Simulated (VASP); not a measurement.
Wanted: the native input for a VASP 6.6.1 run.

```yaml
Task: single point
Functional: PBEsol
Potentials_or_basis: VASP PAW PBE potentials, release 64 (Hg, Te)
Cutoff: 520 eV
k_mesh: 12 × 12 × 12
Occupations: gaussian, width 0.1 eV
Spin: no spin polarisation
Dipole_correction: no
Further_INCAR_settings: ALGO = Normal; EDIFF = 1e-06; NBANDS = 16
```

The structure of HgTe lies in POSCAR:

```
HgTe
1.0
    0.0000000000      3.2547153855      3.2547153855
    3.2547153855      0.0000000000      3.2547153855
    3.2547153855      3.2547153855      0.0000000000
Hg Te
1 1
Direct
    0.0000000000      0.0000000000      0.0000000000
    0.2500000000      0.2500000000      0.2500000000
```

The input as run:

INCAR

```
SYSTEM = HgTe
PREC = Accurate ; ENCUT = 520
EDIFF = 1E-6 ; ISMEAR = 0
SIGMA = 0.1 ; LREAL = .False.
LASPH = .True. ; NELM = 60
ALGO = Normal ; ISIF = 2
LWAVE = .False. ; LCHARG = .True.
GGA = PS ; LELF = .True.
LVHAR = .True. ; NBANDS = 16
```

KPOINTS

```
regular mesh
0
Gamma
  12 12 12
  0 0 0
```

Potentials or basis: VASP PAW PBE potentials, release 64 (Hg, Te).

Launch:

```sh
$ cat potpaw_PBE.64/Hg/POTCAR potpaw_PBE.64/Te/POTCAR > POTCAR
$ mpirun -np 1 vasp_std > vasp.out
```

Results of the run:

* Pressure: 0.1 GPa
* Band gap on the k mesh: zero (filled and empty bands touch)

Caveat: the PAW data sets were made with another functional, which shifts forces and pressure a little; spin-orbit coupling is left out, which moves the levels of the heavy elements.

Run time: 26 s on 1 thread of Intel(R) Xeon(R) 6975P-C (Granite Rapids) (shared host), peak memory 0.25 GiB.
